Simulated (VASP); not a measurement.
Crystal: CdS.

```xyz
4
Lattice="4.1970 0.0000 0.0000 -2.0985 3.6347 0.0000 0.0000 0.0000 6.8279" Properties=species:S:1:pos:R:3 pbc="T T T"
Cd    0.0000    2.4231   -0.0055
Cd    2.0985    1.2116    3.4085
S     0.0000    2.4231    2.5659
S     2.0985    1.2116    5.9799
```

- Program: VASP 6.6.1
- Task: relaxation of cell and atoms
- Functional: LDA
- Potentials or basis: VASP PAW LDA potentials, release 64 (Cd, S)
- Cutoff: 600 eV
- k mesh: 6 × 6 × 4
- Occupations: gaussian, width 0.02 eV
- Spin: no spin polarisation

At the start: pressure -4.5 GPa; volume 26.04 Å³/atom.

Question: How do energy, volume and symmetry change on relaxing?

Answer: Over 6 steps the energy falls by 30.4 meV/atom and the volume is 24.04 Å³/atom (-7.7 %); space group P6_3mc (No. 186, to 0.05 Å).

The path:
```
step  energy change (eV)  largest force (eV/Å)  pressure (GPa)  volume (Å³)
   1              0.0000                0.0002           -4.52       104.16
   2             -0.1053                0.0118            2.03        93.48
   3             -0.1218                0.0078           -0.01        96.13
   4             -0.1217                0.0080            0.11        95.98
   5             -0.1218                0.0038           -0.04        96.19
   6             -0.1218                0.0048            0.00        96.15
```

Final structure:
```
CELL_PARAMETERS angstrom
4.08623 0.00000 0.00000
-2.04311 3.53878 0.00000
0.00000 0.00000 6.64895
ATOMIC_POSITIONS crystal
Cd 0.33333 0.66667 0.99924
Cd 0.66667 0.33333 0.49924
S 0.33333 0.66667 0.37576
S 0.66667 0.33333 0.87576
```
